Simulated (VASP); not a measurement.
# SrCd in VASP: further runs

Runs on SrCd. Level: LDA. Tasks: electric field gradients.

Program: VASP 6.6.1. These are calculated values, not measurements. Logs are shortened: lines on timing, memory, paths and dates and some standing lists are left out, and cuts for length are marked.

## 1. The cell of the first run

It takes space group Pm-3m (No. 221, cubic). Conventional cell: a = 4.082 Å, b = 4.082 Å, c = 4.082 Å, α = 90.00°, β = 90.00°, γ = 90.00°. Sr (site symmetry m-3m) has 8 Cd at 3.53 Å and 6 Sr at 4.08 Å within 4.6 Å. Cd (site symmetry m-3m) has 8 Sr at 3.53 Å and 6 Cd at 4.08 Å within 4.6 Å.

## 2. Electric field gradients, LDA (volume scaled by 1.06)

File INCAR:

```
SYSTEM = SrCd
PREC     = Accurate       ! precision mode
ENCUT    = 520            ! plane-wave cutoff, eV
EDIFF    = 1E-8           ! SCF threshold, eV
ISMEAR   = -1             ! smearing method
SIGMA    = 0.08           ! smearing width, eV
LREAL    = .FALSE.        ! projectors in reciprocal space
LASPH    = .TRUE.         ! aspherical terms in the spheres
NELM     = 100            ! most SCF steps
ALGO     = Normal         ! electronic algorithm
ISIF     = 2              ! what is computed and relaxed
LWAVE    = .FALSE.        ! write WAVECAR
LCHARG   = .FALSE.        ! write CHGCAR
LEFG     = .TRUE.       
NBANDS   = 18             ! bands
```

File KPOINTS:

```
regular mesh
0
G
  10 10 10
  0 0 0
```

File POSCAR:

```
SrCd
1.0
    4.0815101282      0.0000000000      0.0000000000
    0.0000000000      4.0815101282      0.0000000000
    0.0000000000      0.0000000000      4.0815101282
Sr Cd
1 1
Direct
    0.5000000000      0.5000000000      0.5000000000
    0.0000000000      0.0000000000      0.0000000000
```

Potentials or basis: VASP PAW LDA potentials, release 64 (Sr_sv, Cd).

Command:

```
cat potpaw_LDA.64/Sr_sv/POTCAR potpaw_LDA.64/Cd/POTCAR > POTCAR
mpirun -np 1 vasp_std > vasp.out
```

OUTCAR:

```text
SYSTEM = SrCd
   PREC = Accurate
   ENCUT = 520
   EDIFF = 1E-8
   ISMEAR = -1
   LREAL = .FALSE.
   LASPH = .TRUE.
   NELM = 100
   ISIF = 2

 ion  position               nearest neighbor table
   1  0.500  0.500  0.500-   2 3.53   2 3.53   2 3.53   2 3.53   2 3.53   2 3.53   2 3.53   2 3.53

   2  0.000  0.000  0.000-   1 3.53   1 3.53   1 3.53   1 3.53   1 3.53   1 3.53   1 3.53   1 3.53

  LATTYP: Found a simple cubic cell.
 ALAT       =     4.0815101282

  Lattice vectors:

 A1 = (   4.0815101282,   0.0000000000,   0.0000000000)
 A2 = (   0.0000000000,   4.0815101282,   0.0000000000)
 A3 = (   0.0000000000,   0.0000000000,   4.0815101282)

Analysis of symmetry for initial positions (statically):
=====================================================================
 Subroutine PRICEL returns:
 Original cell was already a primitive cell.

 Routine SETGRP: Setting up the symmetry group for a
 simple cubic supercell.

 Subroutine GETGRP returns: Found 48 space group operations
 (whereof 48 operations were pure point group operations)
 out of a pool of 48 trial point group operations.

The static configuration has the point symmetry O_h .

Analysis of symmetry for dynamics (positions and initial velocities):
=====================================================================
 Subroutine PRICEL returns:
 Original cell was already a primitive cell.

 Routine SETGRP: Setting up the symmetry group for a
 simple cubic supercell.

 Subroutine GETGRP returns: Found 48 space group operations
 (whereof 48 operations were pure point group operations)
 out of a pool of 48 trial point group operations.

The dynamic configuration has the point symmetry O_h .

 Subroutine INISYM returns: Found 48 space group operations
 (whereof 48 operations are pure point group operations),
 and found     1 'primitive' translations

----------------------------------------------------------------------------------------

                                     Primitive cell

  volume of cell :      67.9928

  direct lattice vectors                    reciprocal lattice vectors
     4.081510128  0.000000000  0.000000000     0.245007355  0.000000000  0.000000000
     0.000000000  4.081510128  0.000000000     0.000000000  0.245007355  0.000000000
[... 122 lines left out ...]
 number of electron      21.9999993 magnetization

 Free energy of the ion-electron system (eV)
  ---------------------------------------------------
  ext. energy  EPLUGINS =         0.00000000
  ---------------------------------------------------
  free energy    TOTEN  =        -4.03939221 eV

  energy without entropy =       -4.01208314  energy(sigma->0) =       -4.02573767

 E-fermi :   1.8111     XC(G=0):  -9.1936

 val. band max:        1.7974220765   @ k =   0.5000   0.5000   0.0000
 cond. band min:       1.8364678814   @ k =   0.4000   0.4000   0.1000
 fundamental gap:      0.0390458049
 Fermi energy:         1.8111041052

 k-point     1 :       0.0000    0.0000    0.0000
  band No.  band energies     occupation
      1     -33.9211      2.00000
      2     -15.9573      2.00000
      3     -15.9573      2.00000
      4     -15.9573      2.00000
      5      -6.7445      2.00000
      6      -6.7445      2.00000
[... 481 lines left out ...]
      5      -6.7099      2.00000
      6      -6.6525      2.00000
[... 10 lines left out ...]
     17       8.0846      0.00000
     18       8.7747      0.00000

 [... further k-points ...]

------------------------ aborting loop because EDIFF is reached ----------------------------------------

  FORCE on cell =-STRESS in cart. coord.  units (eV):
  Direction    XX          YY          ZZ          XY          YZ          ZX
  --------------------------------------------------------------------------------------
  -------------------------------------------------------------------------------------
  Total       -1.3354750     -1.3354750     -1.3354750      0.0000000      0.0000000      0.0000000
  in kB      -31.4690547    -31.4690547    -31.4690547      0.0000000      0.0000000      0.0000000
  external PRESSURE =     -31.4690547 kB  Pullay stress =       0.0000000 kB

 VOLUME and BASIS-vectors are now :
 -----------------------------------------------------------------------------
  energy-cutoff  :      520.00
  volume of cell :       67.99
      direct lattice vectors                 reciprocal lattice vectors
     4.081510128  0.000000000  0.000000000     0.245007355  0.000000000  0.000000000
     0.000000000  4.081510128  0.000000000     0.000000000  0.245007355  0.000000000
     0.000000000  0.000000000  4.081510128     0.000000000  0.000000000  0.245007355

 POSITION                                       TOTAL-FORCE (eV/Angst)
 -----------------------------------------------------------------------------------
      2.04076      2.04076      2.04076         0.000000      0.000000      0.000000
      0.00000      0.00000      0.00000         0.000000      0.000000      0.000000
 -----------------------------------------------------------------------------------
    total drift:                                0.000000      0.000000     -0.000000

  FREE ENERGIE OF THE ION-ELECTRON SYSTEM (eV)
  ---------------------------------------------------
  free  energy   TOTEN  =        -4.0393922065 eV

  energy  without entropy=       -4.0120831374  energy(sigma->0) =       -4.02573767

 Electric field gradients (V/A^2)
---------------------------------------------------------------------
 ion       V_xx      V_yy      V_zz      V_xy      V_xz      V_yz
---------------------------------------------------------------------
   1       0.000     0.000     0.000     0.000    -0.000     0.000
   2      -0.000     0.000    -0.000     0.000     0.000    -0.000
---------------------------------------------------------------------

 Electric field gradients after diagonalization (V/A^2)
 (convention: |V_zz| > |V_xx| > |V_yy|)
----------------------------------------------------------------------
 ion       V_xx      V_yy      V_zz     asymmetry (V_yy - V_xx)/ V_zz
----------------------------------------------------------------------
   1       0.000     0.000     0.000      -0.470
   2      -0.000     0.000    -0.000      -1.426
----------------------------------------------------------------------

           NMR quadrupolar parameters

 Cq : quadrupolar parameter    Cq=e*Q*V_zz/h
 eta: asymmetry parameters     (V_yy - V_xx)/ V_zz
 Q  : nuclear electric quadrupole moment in mb (millibarn)
----------------------------------------------------------------------
 ion       Cq(MHz)       eta       Q (mb)
----------------------------------------------------------------------
   1       0.000      -0.470       1.000
   2      -0.000      -1.426       1.000
----------------------------------------------------------------------
```

OSZICAR:

```text
N       E                     dE             d eps       ncg     rms          rms(c)
DAV:   1     0.135686747319E+03    0.13569E+03   -0.11217E+04  2048   0.112E+03
DAV:   2     0.260949912894E+01   -0.13308E+03   -0.12916E+03  2190   0.285E+02
DAV:   3    -0.404054224009E+01   -0.66500E+01   -0.66087E+01  3434   0.548E+01
DAV:   4    -0.415248309428E+01   -0.11194E+00   -0.11169E+00  2382   0.505E+00
DAV:   5    -0.415440957529E+01   -0.19265E-02   -0.19262E-02  2826   0.490E-01    0.153E+01
DAV:   6    -0.404698089479E+01    0.10743E+00   -0.37479E-01  2210   0.492E+00    0.809E+00
DAV:   7    -0.404046614081E+01    0.65148E-02   -0.35351E-02  2332   0.145E+00    0.130E+00
DAV:   8    -0.403944268950E+01    0.10235E-02   -0.47487E-03  3022   0.657E-01    0.199E-01
DAV:   9    -0.403937900423E+01    0.63685E-04   -0.37849E-04  2886   0.113E-01    0.281E-02
DAV:  10    -0.403939008891E+01   -0.11085E-04   -0.41130E-05  3298   0.279E-02    0.147E-02
DAV:  11    -0.403939211677E+01   -0.20279E-05   -0.28413E-06  2420   0.108E-02    0.765E-03
DAV:  12    -0.403939222056E+01   -0.10379E-06   -0.23102E-07  2634   0.308E-03    0.237E-03
DAV:  13    -0.403939220614E+01    0.14420E-07   -0.57129E-08  3410   0.108E-03    0.543E-04
DAV:  14    -0.403939220653E+01   -0.39427E-09   -0.11038E-09  1292   0.204E-04
   1 F= -.40393922E+01 E0= -.40257377E+01  d E =-.273091E-01
```

Wall time 24 s (1 thread of AMD EPYC 9R45 (Zen 5), shared host); peak memory 0.17 GiB.

Results:

- Free energy: -4.0394 eV
- Pressure: -3.1 GPa
- Band gap on the k mesh: zero (band 11 reaches 3.13 eV, above the bottom of band 12 at 1.13 eV)

Levels at points of the mesh, in eV from the Fermi level:
```csv
k point,band 9,band 10,band 11,band 12,band 13,band 14
"(0.00, 0.00, 0.00)",-8.43,-5.66,1.32,1.32,3.80,3.80
"(0.50, 0.00, 0.00)",-8.41,-3.60,-2.34,1.71,2.16,2.16
"(0.50, 0.50, 0.00)",-8.32,-3.11,-0.01,-0.01,1.01,3.68
"(0.50, 0.50, 0.50)",-8.31,-0.98,-0.69,-0.69,-0.69,4.37
```

Caveat: without QUAD_EFG the Cq values of the log hold for a quadrupole moment of 1 mb, not for the nuclei.

## 3. Electric field gradients, LDA (equal xy, yz and zx shear strains of -2 %)

File INCAR:

```
SYSTEM = SrCd
PREC = Accurate ; ENCUT = 520
EDIFF = 1E-8 ; ISMEAR = -1
SIGMA = 0.08 ; LREAL = .FALSE.
LASPH = .TRUE. ; NELM = 100
ALGO = Normal ; ISIF = 2
LWAVE = .FALSE. ; LCHARG = .FALSE.
GGA = CA ; LEFG = .TRUE.
NBANDS = 18
```

File KPOINTS:

```
Automatic mesh
0
G
  10 10 10
  0 0 0
```

File POSCAR:

```
SrCd
1.0
    4.0030000000     -0.0400300000     -0.0400300000
   -0.0400300000      4.0030000000     -0.0400300000
   -0.0400300000     -0.0400300000      4.0030000000
Sr Cd
1 1
Direct
    0.5000000000      0.5000000000      0.5000000000
    0.0000000000      0.0000000000      0.0000000000
```

Potentials or basis: VASP PAW LDA potentials, release 64 (Sr_sv, Cd).

Command:

```
cat potpaw_LDA.64/Sr_sv/POTCAR potpaw_LDA.64/Cd/POTCAR > POTCAR
mpirun -np 1 vasp_std > vasp.out
```

OUTCAR:

```text
SYSTEM = SrCd
   PREC = Accurate
   ENCUT = 520
   EDIFF = 1E-8
   ISMEAR = -1
   LREAL = .FALSE.
   LASPH = .TRUE.
   NELM = 100
   ISIF = 2
   GGA = CA

 ion  position               nearest neighbor table
   1  0.500  0.500  0.500-   2 3.40   2 3.40   2 3.49   2 3.49   2 3.49   2 3.49   2 3.49   2 3.49

   2  0.000  0.000  0.000-   1 3.40   1 3.40   1 3.49   1 3.49   1 3.49   1 3.49   1 3.49   1 3.49

  LATTYP: Found a trigonal (rhomboedric) cell.
 ALAT       =     4.0034002800
 COS(alpha) =    -0.0198960208

  Lattice vectors:

 A1 = (   4.0030000000,  -0.0400300000,  -0.0400300000)
 A2 = (  -0.0400300000,   4.0030000000,  -0.0400300000)
 A3 = (  -0.0400300000,  -0.0400300000,   4.0030000000)

Analysis of symmetry for initial positions (statically):
=====================================================================
 Subroutine PRICEL returns:
 Original cell was already a primitive cell.

 Routine SETGRP: Setting up the symmetry group for a
 trigonal (rhombohedral) supercell.

 Subroutine GETGRP returns: Found 12 space group operations
 (whereof 12 operations were pure point group operations)
 out of a pool of 12 trial point group operations.

The static configuration has the point symmetry D_3d.

Analysis of symmetry for dynamics (positions and initial velocities):
=====================================================================
 Subroutine PRICEL returns:
 Original cell was already a primitive cell.

 Routine SETGRP: Setting up the symmetry group for a
 trigonal (rhombohedral) supercell.

 Subroutine GETGRP returns: Found 12 space group operations
[... 160 lines left out ...]
      1     -33.5201      2.00000
      2     -15.5655      2.00000
      3     -15.5535      2.00000
      4     -15.5535      2.00000
      5      -6.5568      2.00000
      6      -6.5568      2.00000
[... 481 lines left out ...]
      5      -6.5152      2.00000
      6      -6.4806      2.00000
[... 10 lines left out ...]
     17       7.9108      0.00000
     18       9.3197      0.00000

 [... further k-points ...]

------------------------ aborting loop because EDIFF is reached ----------------------------------------

  FORCE on cell =-STRESS in cart. coord.  units (eV):
  Direction    XX          YY          ZZ          XY          YZ          ZX
  --------------------------------------------------------------------------------------
  -------------------------------------------------------------------------------------
  Total       -0.7680064     -0.7680064     -0.7680064      0.1709904      0.1709904      0.1709904
  in kB      -19.1888879    -19.1888879    -19.1888879      4.2722506      4.2722506      4.2722506
  external PRESSURE =     -19.1888879 kB  Pullay stress =       0.0000000 kB

 VOLUME and BASIS-vectors are now :
 -----------------------------------------------------------------------------
  energy-cutoff  :      520.00
  volume of cell :       64.12
      direct lattice vectors                 reciprocal lattice vectors
     4.003000000 -0.040030000 -0.040030000     0.249863118  0.002523870  0.002523870
    -0.040030000  4.003000000 -0.040030000     0.002523870  0.249863118  0.002523870
    -0.040030000 -0.040030000  4.003000000     0.002523870  0.002523870  0.249863118

 POSITION                                       TOTAL-FORCE (eV/Angst)
 -----------------------------------------------------------------------------------
      1.96147      1.96147      1.96147        -0.000000     -0.000000      0.000000
      0.00000      0.00000      0.00000         0.000000      0.000000      0.000000
 -----------------------------------------------------------------------------------
    total drift:                                0.000000      0.000000     -0.000000

  FREE ENERGIE OF THE ION-ELECTRON SYSTEM (eV)
  ---------------------------------------------------
  free  energy   TOTEN  =        -4.0964772495 eV

  energy  without entropy=       -4.0703052900  energy(sigma->0) =       -4.08339127

 Electric field gradients (V/A^2)
---------------------------------------------------------------------
 ion       V_xx      V_yy      V_zz      V_xy      V_xz      V_yz
---------------------------------------------------------------------
   1      -0.000    -0.000     0.000    -0.710    -0.710    -0.710
   2      -0.000    -0.000    -0.000     3.703     3.703     3.703
---------------------------------------------------------------------

 Electric field gradients after diagonalization (V/A^2)
 (convention: |V_zz| > |V_xx| > |V_yy|)
----------------------------------------------------------------------
 ion       V_xx      V_yy      V_zz     asymmetry (V_yy - V_xx)/ V_zz
----------------------------------------------------------------------
   1       0.710     0.710    -1.420       0.000
   2      -3.703    -3.703     7.405       0.000
----------------------------------------------------------------------

           NMR quadrupolar parameters

 Cq : quadrupolar parameter    Cq=e*Q*V_zz/h
 eta: asymmetry parameters     (V_yy - V_xx)/ V_zz
 Q  : nuclear electric quadrupole moment in mb (millibarn)
----------------------------------------------------------------------
 ion       Cq(MHz)       eta       Q (mb)
----------------------------------------------------------------------
   1      -0.003       0.000       1.000
   2       0.018       0.000       1.000
----------------------------------------------------------------------
```

OSZICAR:

```text
N       E                     dE             d eps       ncg     rms          rms(c)
DAV:   1     0.137266179938E+03    0.13727E+03   -0.11201E+04  4224   0.113E+03
DAV:   2     0.257692005501E+01   -0.13469E+03   -0.13076E+03  4490   0.289E+02
DAV:   3    -0.412071417026E+01   -0.66976E+01   -0.66474E+01  7088   0.558E+01
DAV:   4    -0.423331562091E+01   -0.11260E+00   -0.11235E+00  5000   0.508E+00
DAV:   5    -0.423529498027E+01   -0.19794E-02   -0.19790E-02  5722   0.492E-01    0.166E+01
DAV:   6    -0.410622776644E+01    0.12907E+00   -0.43667E-01  4552   0.538E+00    0.877E+00
DAV:   7    -0.409767625956E+01    0.85515E-02   -0.37972E-02  4756   0.148E+00    0.145E+00
DAV:   8    -0.409653409085E+01    0.11422E-02   -0.49453E-03  6252   0.681E-01    0.211E-01
DAV:   9    -0.409646473618E+01    0.69355E-04   -0.38189E-04  6136   0.117E-01    0.283E-02
DAV:  10    -0.409647498580E+01   -0.10250E-04   -0.36605E-05  6666   0.277E-02    0.144E-02
DAV:  11    -0.409647715755E+01   -0.21717E-05   -0.28344E-06  5156   0.106E-02    0.857E-03
DAV:  12    -0.409647726228E+01   -0.10473E-06   -0.22295E-07  5326   0.301E-03    0.252E-03
DAV:  13    -0.409647724909E+01    0.13185E-07   -0.52856E-08  6956   0.105E-03    0.438E-04
DAV:  14    -0.409647724952E+01   -0.42974E-09   -0.83318E-10  2660   0.187E-04
   1 F= -.40964772E+01 E0= -.40833913E+01  d E =-.261720E-01
```

stdout:

```text
POSCAR found type information on POSCAR SrCd
 POSCAR found :  2 types and       2 ions
 scaLAPACK will be used
 LDA part: xc-table for (Slater(with rela. corr.)+CA(PZ))
 , standard interpolation
 POSCAR, INCAR and KPOINTS ok, starting setup
 FFT: planning ... GRIDC
 FFT: planning ... GRID_SOFT
 FFT: planning ... GRID
 WAVECAR not read
 entering main loop
ion   1

ion   2
```

Wall time 2.3 min (1 thread of Oxide Virtual Turin-like, shared host); peak memory 0.22 GiB.

What came out:

```yaml
Free_energy: -4.0965 eV
Pressure: -1.9 GPa
Band_gap_on_the_k_mesh: zero (band 11 reaches 3.40 eV, above the bottom of band 12 at 1.25 eV)
```

Levels at points of the mesh, in eV from the Fermi level:
| k point | band 9 | band 10 | band 11 | band 12 | band 13 | band 14 |
| --- | --- | --- | --- | --- | --- | --- |
| (0.00, 0.00, 0.00) | -8.46 | -5.83 | 1.33 | 1.33 | 3.99 | 4.01 |
| (0.50, 0.00, 0.00) | -8.45 | -3.62 | -2.42 | 1.69 | 2.13 | 2.31 |
| (0.50, 0.50, 0.00) | -8.34 | -3.18 | -0.05 | 0.11 | 1.09 | 3.80 |
| (0.50, 0.50, 0.50) | -8.34 | -0.85 | -0.82 | -0.82 | -0.73 | 4.58 |

Electric field gradients, principal values (V/Å²):
| atom | least | middle | greatest (by size) |
| --- | --- | --- | --- |
| 1 Sr | 0.710 | 0.710 | -1.420 |
| 2 Cd | -3.703 | -3.703 | 7.405 |

Caveat: the cell differs from its parent crystal (equal xy, yz and zx shear strains of -2 %); without QUAD_EFG the Cq values of the log hold for a quadrupole moment of 1 mb, not for the nuclei.
